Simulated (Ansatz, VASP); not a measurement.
AlNi3: VASP beside Ansatz

```xyz
4
Lattice="0.0000 2.6865 2.7984 2.6865 0.0000 2.7984 2.6865 2.6865 0.0000" Properties=species:S:1:pos:R:3 pbc="T T T"
Al    2.6865    2.6865    2.7984
Ni    1.3432    1.3432    1.3992
Ni    0.0000    0.0000    0.0000
Ni    4.0297    4.0297    4.1976
```

Change from the starting cell: strain -0.040 along x and y, +0.000 along z, atoms carried along.

Alike in both runs: task single point; functional PBEsol; k mesh 14 × 14 × 14; occupations gaussian, width 0.15 eV; no spin polarisation.

```csv
,VASP,Ansatz
version,VASP 6.6.1,Ansatz 0.2.0
potentials or method,"VASP PAW PBE potentials, release 64 (Al, Ni), cutoff 520 eV","scalar-relativistic, plane waves, PAW"
valence electrons in the cell,33,57
```

VASP gave:

- gap on the k mesh at the Fermi level (eV): none
- pressure (GPa): 19.7
- traceless stress, the component that is largest in VASP (GPa): 0.96

**Question.** What did Ansatz give for the same quantities?

**Answer.** gap on the k mesh at the Fermi level (eV): none; pressure (GPa): 19.8; traceless stress, the component that is largest in VASP (GPa): 1.02.

VASP's potentials were made for PBE, not for PBEsol. A gap of «none» marks a metal or a gap that the smearing closes. VASP's potentials hold 33 valence electrons a cell and Ansatz's 57, so a difference there can come from the potentials and not from the codes.
